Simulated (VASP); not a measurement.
Si4N, 5 atoms in the cell. It takes space group P6/mmm (No. 191, hexagonal). The conventional cell has a = 5.257 Å, b = 5.257 Å, c = 3.273 Å, α = 90.00°, β = 90.00°, γ = 120.00°. Si (site symmetry mmm) has 8 Si at 2.63 to 3.27 Å and 4 N at 3.10 Å within 3.5 Å. Within 2.2 Å of Si (site symmetry 6/mmm) lie 2 N at 1.64 Å. N (site symmetry 6/mmm) has 2 Si at 1.64 Å within 2.2 Å. 

| Item | Value |
| --- | --- |
| Program | VASP 6.6.1 |
| Task | single point |
| Functional | PBE |
| Potentials or basis | VASP PAW PBE potentials, release 64 (Si, N) |
| Cutoff | 520 eV |
| k mesh | 12 × 12 × 12 |
| Occupations | gaussian, width 0.1 eV |
| Spin | no spin polarisation |
| Dipole correction | no |
| k mesh for the DOS | 18 × 18 × 18 |
| Occupations for the DOS | tetrahedron |
| Further INCAR settings | ALGO = Normal; EDIFF = 1e-07 |

Potentials or basis: VASP PAW PBE potentials, release 64 (Si, N).

Run with:

```console
$ cat potpaw_PBE.64/Si/POTCAR potpaw_PBE.64/N/POTCAR > POTCAR
$ cp INCAR.step1 INCAR
$ cp KPOINTS.step1 KPOINTS
$ mpirun -np 1 vasp_std > vasp.out
$ cp INCAR.step2 INCAR
$ cp KPOINTS.step2 KPOINTS
$ mpirun -np 1 vasp_std > vasp.out
```

Hardware: 1 thread of Intel Xeon 8259CL, with other jobs on the host.

Problem. Estimate the wall time of this run.

Solution. It took 7.3 min on 1 thread of Intel Xeon 8259CL (shared host), peak memory 0.45 GiB. Counts: k points 370.
